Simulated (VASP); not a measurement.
Mg: relaxation of cell and atoms with PBEsol

The system is Mg.

```
Mg
1.0
     3.09227    0.00000    0.00000
    -1.26811    2.82029    0.00000
    -0.91208   -1.41014    2.59648
Mg
1
Cartesian
  0.0000 0.0000 0.0000
```

| Item | Value |
| --- | --- |
| Program | VASP 6.6.1 |
| Task | relaxation of cell and atoms |
| Functional | PBEsol |
| Potentials or basis | VASP PAW PBE potentials, release 64 (Mg) |
| Cutoff | 600 eV |
| k mesh | 13 × 13 × 13 |
| Occupations | fermi-dirac, width 0.1 eV |
| Spin | no spin polarisation |
| Target pressure | 40 GPa |
| Dipole correction | no |
| Further INCAR settings | ALGO = Normal; EDIFF = 1e-06; IBRION = 2; EDIFFG = -0.01; NSW = 80; ISIF = 3 |

```
Relaxed volume                                             : 14.37 Å³/atom
Relaxed cell                                               : a = 2.654 Å, b = 2.654 Å, c = 2.654 Å, α = 108.24°, β = 108.24°, γ = 111.97°
Space group after relaxing (to 0.1 Å)                      : I4/mmm (No. 139)
Energy change on relaxing (the run minimises the enthalpy) : +702.9 meV/atom
Ionic steps                                                : 11
Pressure after relaxing                                    : 40.0 GPa
Band gap on the k mesh                                     : zero (bands 1 and 2 overlap by 4.35 eV)
```

The path:
```tsv
step	energy change (eV)	largest force (eV/Å)	pressure (GPa)	volume (Å³)
1	0.0000	0.0000	-0.18	22.64
2	4.4457	0.0000	226.75	8.67
3	0.5340	0.0000	32.13	15.13
4	0.6471	0.0000	37.43	14.61
5	0.7030	0.0000	40.03	14.38
6	0.7026	0.0000	40.04	14.37
7	0.7058	0.0000	40.14	14.35
8	0.7061	0.0000	40.15	14.35
9	0.7062	0.0000	40.16	14.35
10	0.6969	0.0000	39.72	14.39
11	0.7029	0.0000	40.00	14.37
```

Final structure:
```
Mg
1.0
     2.65322    0.05184    0.00000
    -1.04077    2.44111    0.00000
    -0.80622   -1.24648    2.19967
Mg
1
Cartesian
  0.0000 0.0000 0.0000
```

Levels at points of the mesh, in eV from the Fermi level:
| k point | band 1 | band 2 | band 3 | band 4 | band 5 |
| --- | --- | --- | --- | --- | --- |
| (0.00, 0.00, 0.00) | -9.24 | 15.65 | 16.94 | 16.94 | 18.39 |

Run time: 70 s on 1 thread of AMD EPYC 9R45 96-Core Processor (Zen 5), with other jobs on the host, peak memory 0.17 GiB.

Caveat: the cell is relaxed towards a set pressure, so the run minimises the enthalpy, not the energy; the volume moved by over 15 % at a fixed basis, so the end points are rough; the PAW data sets were made with another functional, which shifts forces and pressure a little.
